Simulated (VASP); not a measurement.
# Cu: relaxation of cell and atoms with PBEsol

Cu:

```
Cu
1.0
     0.00000    1.80750    1.80750
     1.80750    0.00000    1.80750
     1.80750    1.80750    0.00000
Cu
1
Cartesian
  0.0000 0.0000 0.0000
```

```yaml
Program: VASP 6.6.1
Task: relaxation of cell and atoms
Functional: PBEsol
Potentials_or_basis: VASP PAW PBE potentials, release 64 (Cu)
Cutoff: 600 eV
k_mesh: 10 × 10 × 10
Occupations: fermi-dirac, width 0.1 eV
Spin: no spin polarisation
Dipole_correction: no
Further_INCAR_settings: ALGO = Normal; EDIFF = 1e-07; IBRION = 2; EDIFFG = -0.01; NSW = 80; ISIF = 3
```

| Property | Result |
| --- | --- |
| Relaxed volume | 11.37 Å³/atom |
| Relaxed cell | a = 2.524 Å, b = 2.524 Å, c = 2.524 Å, α = 60.00°, β = 60.00°, γ = 60.00° |
| Space group after relaxing (to 0.05 Å) | Fm-3m (No. 225) |
| Energy gained by relaxing | 8.0 meV/atom |
| Ionic steps | 3 |
| Pressure after relaxing | 0.0 GPa |

Step by step:
```csv
step,energy change (eV),largest force (eV/Å),pressure (GPa),volume (Å³)
1,0.0000,0.0000,-5.61,11.81
2,-0.0050,0.0000,3.89,11.12
3,-0.0080,0.0000,0.00,11.37
```

Final structure:
```xyz
1
Lattice="0.0000 1.7848 1.7848 1.7848 0.0000 1.7848 1.7848 1.7848 0.0000" Properties=species:S:1:pos:R:3 pbc="T T T"
Cu    0.0000    0.0000    0.0000
```

Levels at points of the mesh, in eV from the Fermi level:
| k point | band 3 | band 4 | band 5 | band 6 | band 7 | band 8 | band 9 |
| --- | --- | --- | --- | --- | --- | --- | --- |
| (0.00, 0.00, 0.00) | -3.08 | -3.08 | -2.20 | -2.20 | 22.96 | 25.88 | 25.88 |
| (0.50, 0.00, 0.00) | -3.11 | -1.60 | -1.60 | -1.07 | 4.00 | 21.44 | 22.69 |
| (0.50, 0.50, 0.00) | -1.61 | -1.45 | -1.45 | 1.50 | 7.44 | 13.41 | 13.41 |

It took 31 s on 1 thread of AMD EPYC 7R13 (shared host), peak memory 0.1 GiB.

Caveat: the PAW data sets were made with another functional, which shifts forces and pressure a little.
